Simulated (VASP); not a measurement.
# BaTiO3 (P4mm) in VASP: further runs

Runs on BaTiO3. Level: r2SCAN. Tasks: single point, relaxation of shape and atoms at fixed volume.

Program: VASP 6.6.1. These are calculated values, not measurements. Logs are shortened: lines on timing, memory, paths and dates and some standing lists are left out, and cuts for length are marked.

## 1. The cell of the first run

It takes space group P4mm (No. 99, tetragonal). Conventional cell: a = 3.972 Å, b = 3.972 Å, c = 4.113 Å, α = 90.00°, β = 90.00°, γ = 90.00°. Ba (site symmetry 4mm) has 12 O at 2.79 to 2.92 Å and 8 Ti at 3.44 to 3.53 Å within 3.7 Å. Ti (site symmetry 4mm) has 6 O at 1.82 to 2.29 Å within 2.4 Å. Within 2.4 Å of O (site symmetry 4mm) lie 2 Ti at 1.82 to 2.29 Å. O (site symmetry 2mm) has 2 Ti at 1.99 Å within 2.6 Å.

## 2. Single point, r2SCAN

POSCAR reads:

```
BaTiO3
1.0
    3.9722427430      0.0000000000      0.0000000000
    0.0000000000      3.9722427430      0.0000000000
    0.0000000000      0.0000000000      4.1127570078
Ba Ti O
1 1 3
Direct
    0.0000000000      0.0000000000     -0.0044104995
    0.5000000000      0.5000000000      0.4774906576
    0.5000000000      0.5000000000      0.0346021831
    0.5000000000      0.0000000000      0.5176588294
    0.0000000000      0.5000000000      0.5176588294
```

INCAR.step1 reads:

```
SYSTEM = BaTiO3
  ALGO = Normal
  EDIFF = 1E-5
  ENCUT = 910
  GGA = PE
  GGA_COMPAT = .FALSE.
  ISMEAR = 0
  LASPH = .TRUE.
  LCHARG = .FALSE.
  LREAL = .FALSE.
  LWAVE = .TRUE.
  NBANDS = 28
  NELM = 120
  PREC = Accurate
  SIGMA = 0.02
```

INCAR.step2 reads:

```
SYSTEM = BaTiO3
  ALGO = Normal
  EDIFF = 1E-6
  ENCUT = 910
  GGA_COMPAT = .FALSE.
  ISIF = 2
  ISMEAR = 0
  ISTART = 1
  LASPH = .TRUE.
  LCHARG = .FALSE.
  LMIXTAU = .TRUE.
  LREAL = .FALSE.
  LWAVE = .FALSE.
  METAGGA = R2SCAN
  NBANDS = 28
  NELM = 120
  PREC = Accurate
  SIGMA = 0.02
```

KPOINTS reads:

```
k-points
0
G
  8 8 8
  0 0 0
```

Potentials or basis: VASP PAW PBE potentials, release 64 (Ba_sv, Ti_sv, O_h).

Launch:

```sh
$ cat potpaw_PBE.64/Ba_sv/POTCAR potpaw_PBE.64/Ti_sv/POTCAR potpaw_PBE.64/O_h/POTCAR > POTCAR
$ cp INCAR.step1 INCAR
$ mpirun -np 1 vasp_std > vasp.out
$ cp INCAR.step2 INCAR
$ mpirun -np 1 vasp_std > vasp.out
```

OUTCAR:

```text
SYSTEM = BaTiO3
   EDIFF = 1E-6
   ENCUT = 910
   ISIF = 2
   ISMEAR = 0
   ISTART = 1
   LASPH = .TRUE.
   LREAL = .FALSE.
   METAGGA = R2SCAN
   NELM = 120
   PREC = Accurate

 ion  position               nearest neighbor table
   1  0.000  0.000  0.996-   4 2.79   5 2.79   5 2.79   4 2.79   3 2.81   3 2.81   3 2.81   3 2.81
                             4 2.92   5 2.92   5 2.92   4 2.92   2 3.44   2 3.44   2 3.44   2 3.44
   2  0.500  0.500  0.477-   3 1.82   4 1.99   5 1.99   4 1.99   5 1.99   1 3.44   1 3.44   1 3.44
                             1 3.44   1 3.53   1 3.53   1 3.53   1 3.53
   3  0.500  0.500  0.035-   2 1.82   1 2.81   1 2.81   1 2.81   1 2.81
   4  0.500  0.000  0.518-   2 1.99   2 1.99   1 2.79   1 2.79   1 2.92   1 2.92
   5  0.000  0.500  0.518-   2 1.99   2 1.99   1 2.79   1 2.79   1 2.92   1 2.92

  LATTYP: Found a simple tetragonal cell.
 ALAT       =     3.9722427430
 C/A-ratio  =     1.0353740378

  Lattice vectors:

 A1 = (   3.9722427430,   0.0000000000,   0.0000000000)
 A2 = (   0.0000000000,   3.9722427430,   0.0000000000)
 A3 = (   0.0000000000,   0.0000000000,   4.1127570078)

Analysis of symmetry for initial positions (statically):
=====================================================================
 Subroutine PRICEL returns:
 Original cell was already a primitive cell.

 Routine SETGRP: Setting up the symmetry group for a
 simple tetragonal supercell.

 Subroutine GETGRP returns: Found  8 space group operations
 (whereof  8 operations were pure point group operations)
 out of a pool of 16 trial point group operations.

The static configuration has the point symmetry C_4v.

Analysis of symmetry for dynamics (positions and initial velocities):
=====================================================================
 Subroutine PRICEL returns:
 Original cell was already a primitive cell.

 Routine SETGRP: Setting up the symmetry group for a
 simple tetragonal supercell.

 Subroutine GETGRP returns: Found  8 space group operations
 (whereof  8 operations were pure point group operations)
 out of a pool of 16 trial point group operations.

The dynamic configuration has the point symmetry C_4v.

 Subroutine INISYM returns: Found  8 space group operations
 (whereof  8 operations are pure point group operations),
 and found     1 'primitive' translations

----------------------------------------------------------------------------------------

                                     Primitive cell

  volume of cell :      64.8940

  direct lattice vectors                    reciprocal lattice vectors
     3.972242743  0.000000000  0.000000000     0.251746951  0.000000000  0.000000000
     0.000000000  3.972242743  0.000000000     0.000000000  0.251746951  0.000000000
     0.000000000  0.000000000  4.112757008     0.000000000  0.000000000  0.243145899

  length of vectors
     3.972242743  3.972242743  4.112757008     0.251746951  0.251746951  0.243145899

  position of ions in fractional coordinates (direct lattice)
     0.000000000  0.000000000  0.995589501
     0.500000000  0.500000000  0.477490658
     0.500000000  0.500000000  0.034602183
     0.500000000  0.000000000  0.517658829
     0.000000000  0.500000000  0.517658829

  ion indices of the primitive-cell ions
   primitive index   ion index
                 1           1
                 2           2
                 3           3
                 4           4
                 5           5

----------------------------------------------------------------------------------------

 KPOINTS: k-points

Automatic generation of k-mesh.
 Grid dimensions read from file:
 generate k-points for:    8    8    8

 Generating k-lattice:

  Cartesian coordinates                     Fractional coordinates (reciprocal lattice)
     0.031468369  0.000000000  0.000000000     0.125000000  0.000000000  0.000000000
     0.000000000  0.031468369  0.000000000     0.000000000  0.125000000  0.000000000
     0.000000000  0.000000000  0.030393237     0.000000000  0.000000000  0.125000000

  Length of vectors
     0.031468369  0.031468369  0.030393237

  Shift w.r.t. Gamma in fractional coordinates (k-lattice)
     0.000000000  0.000000000  0.000000000

 Subroutine IBZKPT returns following result:
 ===========================================

 Found     75 irreducible k-points:

 Following reciprocal coordinates:
            Coordinates               Weight
  0.000000  0.000000  0.000000      1.000000
  0.125000  0.000000  0.000000      4.000000
  0.250000  0.000000  0.000000      4.000000
  0.375000  0.000000  0.000000      4.000000
  0.500000  0.000000  0.000000      2.000000
  0.125000  0.125000  0.000000      4.000000
[... 16 lines left out ...]
  0.375000  0.125000  0.125000     16.000000
  0.500000  0.125000  0.125000      8.000000
 [... further k-points ...]
   k-points           NKPTS =     75   k-points in BZ     NKDIM =     75   number of bands    NBANDS=     28
   number of dos      NEDOS =    301   number of ions     NIONS =      5
   total plane-waves  NPLWV =  64000
   dimension x,y,z NGX =    40 NGY =   40 NGZ =   40
   dimension x,y,z NGXF=    80 NGYF=   80 NGZF=   80
   ions per type =               1   1   3
   NGX,Y,Z   is equivalent  to a cutoff of  16.74, 16.74, 16.17 a.u.
   NGXF,Y,Z  is equivalent  to a cutoff of  33.48, 33.48, 32.34 a.u.
 SYSTEM =  BaTiO3
   PREC   = accura    normal or accurate (medium, high low for compatibility)
   ISTART =      1    job   : 0-new  1-cont  2-samecut
   ICHARG =      0    charge: 1-file 2-atom 10-const
   ISPIN  =      1    spin polarized calculation?
   LNONCOLLINEAR =      F non collinear calculations
   LSORBIT =      F    spin-orbit coupling
   LASPH  =      T    aspherical Exc in radial PAW
   ENCUT  =  910.0 eV  66.88 Ry    8.18 a.u.   9.77  9.77 10.12*2*pi/ulx,y,z
   NELM   =    120;   NELMIN=  2; NELMDL=  0     # of ELM steps
   EDIFF  = 0.1E-05   stopping-criterion for ELM
   LREAL  =      F    real-space projection
   EDIFFG = 0.1E-04   stopping-criterion for IOM
   NSW    =      0    number of steps for IOM
   IBRION =     -1    ionic relax: 0-MD 1-quasi-New 2-CG
   NFREE  =      0    steps in history (QN), initial steepest desc. (CG)
   ISIF   =      2    stress and relaxation
   ISYM   =      2    0-nonsym 1-usesym 2-fastsym
   POTIM  = 0.5000    time-step for ionic-motion
   TEBEG  =    0.0;   TEEND  =   0.0 temperature during run
   PSTRESS=    0.0 pullay stress
   NELECT =      40.0000    total number of electrons
   NUPDOWN=      -1.0000    fix difference up-down
   EMIN   =  10.00;   EMAX   =-10.00  energy-range for DOS
   EFERMI =   0.00;   METHOD = LEGACY
   ISMEAR =     0;   SIGMA  =   0.02  broadening in eV -4-tet -1-fermi 0-gaus
   EFERMI_NEDOS =   21; number of points for ismear=-14 and -15
   IALGO  =     38    algorithm
   IMIX   =      4    mixing-type and parameters
     AMIX     =   0.40;   BMIX     =  1.00
     AMIX_MAG =   1.60;   BMIX_MAG =  1.00
  volume/ion in A,a.u.               =      12.98        87.59
  Fermi-wavevector in a.u.,A,eV,Ry     =   1.393242  2.632846 26.410594  1.941124
  Thomas-Fermi vector in A             =   2.516907
   LORBIT       =      0    0 simple, 1 ext, 2 COOP (PROOUT), +10 PAW based schemes
   METAGGA = R2SCAN    functional components
   LHFCALC =     F    Hartree Fock is set to
   AEXX    =    0.0000 exact exchange contribution
   IVDW    =     0    specifies the selected vdW correction
   LEPSILON=     F    determine dielectric tensor
   LRPA    =     F    only Hartree local field effects (RPA)
 non-spin polarized calculation
 Gauss-broadening in eV      SIGMA  =   0.02
  energy-cutoff  :      910.00
  volume of cell :       64.89
 maximum number of plane-waves:      4076
 NGX is ok and might be reduce to    40
   NGX = 19   NGY = 19   NGZ = 21

 number of electron      40.0000009 magnetization

 Free energy of the ion-electron system (eV)
  ---------------------------------------------------
  ext. energy  EPLUGINS =         0.00000000
  ---------------------------------------------------
  free energy    TOTEN  =       -74.29604057 eV

  energy without entropy =      -74.29604057  energy(sigma->0) =      -74.29604057

 E-fermi :   4.0901     XC(G=0): -11.8358

 val. band max:        3.9478560670   @ k =   0.5000   0.5000   0.5000
 cond. band min:       6.1675792642   @ k =   0.0000   0.0000   0.0000
 fundamental gap:      2.2197231972
 Fermi energy:         4.0900532108

 k-point     1 :       0.0000    0.0000    0.0000
  band No.  band energies     occupation
      1     -54.8486      2.00000
      2     -30.1172      2.00000
      3     -30.0038      2.00000
      4     -30.0038      2.00000
      5     -21.7566      2.00000
      6     -14.0427      2.00000
[... 20 lines left out ...]
     27       9.5703      0.00000
     28      11.8934      0.00000

 k-point     2 :       0.1250    0.0000    0.0000
  band No.  band energies     occupation
      1     -54.8484      2.00000
      2     -30.1168      2.00000
      3     -30.0132      2.00000
      4     -30.0035      2.00000
      5     -21.7379      2.00000
      6     -14.0505      2.00000
[... 20 lines left out ...]
     27       9.8733      0.00000
     28      12.2705      0.00000

 k-point     3 :       0.2500    0.0000    0.0000
  band No.  band energies     occupation
      1     -54.8480      2.00000
      2     -30.1160      2.00000
      3     -30.0356      2.00000
      4     -30.0027      2.00000
      5     -21.6920      2.00000
      6     -14.1154      2.00000
[... 20 lines left out ...]
     27      10.6373      0.00000
     28      12.7431      0.00000

 k-point     4 :       0.3750    0.0000    0.0000
  band No.  band energies     occupation
      1     -54.8476      2.00000
      2     -30.1151      2.00000
      3     -30.0578      2.00000
      4     -30.0020      2.00000
      5     -21.6451      2.00000
      6     -14.2190      2.00000
[... 578 lines left out ...]
     27      11.0363      0.00000
     28      12.7711      0.00000

 k-point    23 :       0.3750    0.1250    0.1250
  band No.  band energies     occupation
      1     -54.8473      2.00000
      2     -30.1208      2.00000
      3     -30.0570      2.00000
      4     -30.0109      2.00000
      5     -21.6228      2.00000
      6     -14.1014      2.00000
[... 20 lines left out ...]
     27      11.9427      0.00000
     28      13.0387      0.00000

 k-point    24 :       0.5000    0.1250    0.1250
  band No.  band energies     occupation
      1     -54.8471      2.00000
      2     -30.1204      2.00000
      3     -30.0661      2.00000
      4     -30.0106      2.00000
      5     -21.6049      2.00000
      6     -14.1361      2.00000
[... 20 lines left out ...]
     27      12.3574      0.00000
     28      13.1765      0.00000

 [... further k-points ...]

------------------------ aborting loop because EDIFF is reached ----------------------------------------

  FORCE on cell =-STRESS in cart. coord.  units (eV):
  Direction    XX          YY          ZZ          XY          YZ          ZX
  --------------------------------------------------------------------------------------
  -------------------------------------------------------------------------------------
  Total        0.6882293      0.6882293      0.7100930      0.0000000      0.0000000      0.0000000
  in kB       16.9917898     16.9917898     17.5315847      0.0000000      0.0000000      0.0000000
  external PRESSURE =      17.1717214 kB  Pullay stress =       0.0000000 kB

 VOLUME and BASIS-vectors are now :
 -----------------------------------------------------------------------------
  energy-cutoff  :      910.00
  volume of cell :       64.89
      direct lattice vectors                 reciprocal lattice vectors
     3.972242743  0.000000000  0.000000000     0.251746951  0.000000000  0.000000000
     0.000000000  3.972242743  0.000000000     0.000000000  0.251746951  0.000000000
     0.000000000  0.000000000  4.112757008     0.000000000  0.000000000  0.243145899

 POSITION                                       TOTAL-FORCE (eV/Angst)
 -----------------------------------------------------------------------------------
      0.00000      0.00000      4.09462        -0.000000      0.000000      0.031741
      1.98612      1.98612      1.96380         0.000000      0.000000      0.122061
      1.98612      1.98612      0.14231        -0.000000      0.000000     -0.123457
      1.98612      0.00000      2.12900        -0.000000      0.000000     -0.015172
      0.00000      1.98612      2.12900        -0.000000     -0.000000     -0.015172
 -----------------------------------------------------------------------------------
    total drift:                                0.000000     -0.000000      0.006239

  FREE ENERGIE OF THE ION-ELECTRON SYSTEM (eV)
  ---------------------------------------------------
  free  energy   TOTEN  =       -74.2960405679 eV

  energy  without entropy=      -74.2960405679  energy(sigma->0) =      -74.29604057
```

It took 11 min on 1 thread of Intel Xeon Platinum 8124M at 3.00GHz (Skylake/Cascade Lake), shared host; peak memory 0.49 GiB.

Results:

```yaml
Free_energy: -74.2960 eV
Pressure: 1.7 GPa
Largest_force: 0.123 eV/Å
Band_gap_on_the_k_mesh: 2.22 eV (least direct gap 2.72 eV)
```

Forces in eV/Å, atoms in the order of the input:
```
Ba   0.000  0.000  0.032
Ti   0.000  0.000  0.122
O    0.000  0.000 -0.123
O    0.000  0.000 -0.015
O    0.000  0.000 -0.015
```

Levels at points of the mesh, in eV from the valence-band top:
```tsv
k point	band 16	band 17	band 18	band 19	band 20	band 21	band 22	band 23	band 24	band 25
(0.00, 0.00, 0.00)	-1.61	-1.32	-0.73	-0.50	-0.50	2.22	2.70	2.70	4.39	4.57
(0.50, 0.00, 0.00)	-2.01	-1.95	-1.72	-1.40	-1.22	2.80	3.90	3.99	4.47	6.15
(0.50, 0.50, 0.00)	-2.95	-2.01	-1.13	-1.13	-0.07	4.02	4.02	4.40	4.78	8.12
(0.00, 0.00, 0.50)	-2.13	-2.05	-2.03	-0.76	-0.76	2.35	3.91	3.91	4.38	6.42
(0.50, 0.00, 0.50)	-2.69	-1.86	-1.10	-1.04	-0.42	3.92	3.94	4.26	5.26	7.84
(0.50, 0.50, 0.50)	-2.60	-2.60	-0.34	-0.34	0.00	4.51	4.51	4.59	6.84	7.20
```

Caveat: the cutoff is under 1.25 times the usual one of these potentials, so pressure, stress and relaxed cells hold a basis-set (Pulay) error; the PAW data sets were made with another functional, which shifts forces and pressure a little; spin-orbit coupling is left out, which moves the levels of the heavy elements. A k mesh can miss the band edges.

## 3. Relaxation of shape and atoms at fixed volume, r2SCAN (13.37 Å³/atom)

This run uses another cell than the first one, of 13.37 Å³/atom.

Edit POSCAR of step 2 so:

```diff
@@ -2,5 +2,5 @@
 1.0
-    3.9722427430      0.0000000000      0.0000000000
-    0.0000000000      3.9722427430      0.0000000000
-    0.0000000000      0.0000000000      4.1127570078
+    4.0115744370      0.0000000000      0.0000000000
+    0.0000000000      4.0115744370      0.0000000000
+    0.0000000000      0.0000000000      4.1534800227
 Ba Ti O
```

INCAR.step1 reads:

```
  PREC = Accurate
  ENCUT = 600
  ISMEAR = 0
  SIGMA = 0.02
  LREAL = False
  LASPH = True
  NELM = 60
  GGA = PE
  ALGO = Normal
  EDIFF = 1E-4
  LWAVE = True
  LCHARG = False
```

INCAR.step2 reads:

```
  PREC = Accurate
  ENCUT = 600
  EDIFF = 1E-6
  ISMEAR = 0
  SIGMA = 0.02
  LREAL = False
  LASPH = True
  NELM = 60
  ALGO = Normal
  ISIF = 4
  LWAVE = False
  LCHARG = False
  METAGGA = R2SCAN
  LMIXTAU = True
  IBRION = 2
  NSW = 50
  EDIFFG = -0.01
  ISTART = 1
```

KPOINTS reads:

```
regular mesh
0
Gamma
  8 8 8
```

Potentials or basis: VASP PAW PBE potentials, release 64 (Ba_sv, Ti_sv, O).

Launch:

```sh
$ cat potpaw_PBE.64/Ba_sv/POTCAR potpaw_PBE.64/Ti_sv/POTCAR potpaw_PBE.64/O/POTCAR > POTCAR
$ cp INCAR.step1 INCAR
$ mpirun -np 1 vasp_std > vasp.out
$ cp INCAR.step2 INCAR
$ mpirun -np 1 vasp_std > vasp.out
```

Run time: 54 min. Hardware: 1 thread of Oxide Virtual Turin-like, shared host; peak memory 0.28 GiB.

Results (log left out):

| Item | Value |
| --- | --- |
| Free energy | -74.2657 eV |
| Energy gained by relaxing | 0.6 meV/atom |
| Ionic steps | 11 |
| Pressure after relaxing | -2.2 GPa |
| Largest force after relaxing | 0.005 eV/Å |
| Band gap on the k mesh | 2.17 eV (least direct gap 2.73 eV) |

Forces in eV/Å, atoms in the order of the input:
```
Ba   0.000  0.000 -0.001
Ti   0.000  0.000  0.005
O    0.000  0.000 -0.001
O    0.000  0.000 -0.001
O    0.000  0.000 -0.001
```

The path:
```csv
step,energy change (eV),largest force (eV/Å),pressure (GPa),volume (Å³)
1,0.0000,0.1954,-3.20,66.84
2,-0.0016,0.0261,-2.84,66.84
3,-0.0017,0.0241,-2.77,66.84
4,-0.0026,0.0229,-2.59,66.84
5,-0.0029,0.0360,-2.44,66.84
6,-0.0031,0.0256,-2.38,66.84
7,-0.0032,0.0259,-2.30,66.84
8,-0.0032,0.0171,-2.28,66.84
9,-0.0032,0.0178,-2.28,66.84
10,-0.0032,0.0112,-2.24,66.84
11,-0.0032,0.0047,-2.24,66.84
```

Final structure:
```xyz
5
Lattice="3.9948 0.0000 0.0000 0.0000 3.9948 0.0000 0.0000 0.0000 4.1885" Properties=species:S:1:pos:R:3 pbc="T T T"
Ba    0.0000    0.0000    4.1605
Ti    1.9974    1.9974    1.9862
O     1.9974    1.9974    0.1660
O     1.9974    0.0000    2.1693
O     0.0000    1.9974    2.1693
```

Levels at points of the mesh, in eV from the valence-band top:
| k point | band 16 | band 17 | band 18 | band 19 | band 20 | band 21 | band 22 | band 23 | band 24 |
| --- | --- | --- | --- | --- | --- | --- | --- | --- | --- |
| (0.00, 0.00, 0.00) | -1.70 | -1.33 | -0.89 | -0.56 | -0.56 | 2.17 | 2.72 | 2.72 | 4.24 |
| (0.50, 0.00, 0.00) | -1.98 | -1.96 | -1.71 | -1.54 | -1.34 | 2.79 | 3.78 | 3.87 | 4.33 |
| (0.50, 0.50, 0.00) | -2.96 | -2.10 | -1.18 | -1.18 | -0.06 | 3.91 | 3.91 | 4.27 | 4.49 |
| (0.00, 0.00, 0.50) | -2.16 | -2.07 | -1.98 | -0.77 | -0.77 | 2.28 | 3.77 | 3.77 | 4.24 |
| (0.50, 0.00, 0.50) | -2.61 | -1.92 | -1.18 | -1.10 | -0.50 | 3.78 | 3.82 | 4.09 | 5.07 |
| (0.50, 0.50, 0.50) | -2.66 | -2.66 | -0.43 | -0.43 | 0.00 | 4.32 | 4.32 | 4.44 | 6.56 |

Caveat: the PAW data sets were made with another functional, which shifts forces and pressure a little; spin-orbit coupling is left out, which moves the levels of the heavy elements.
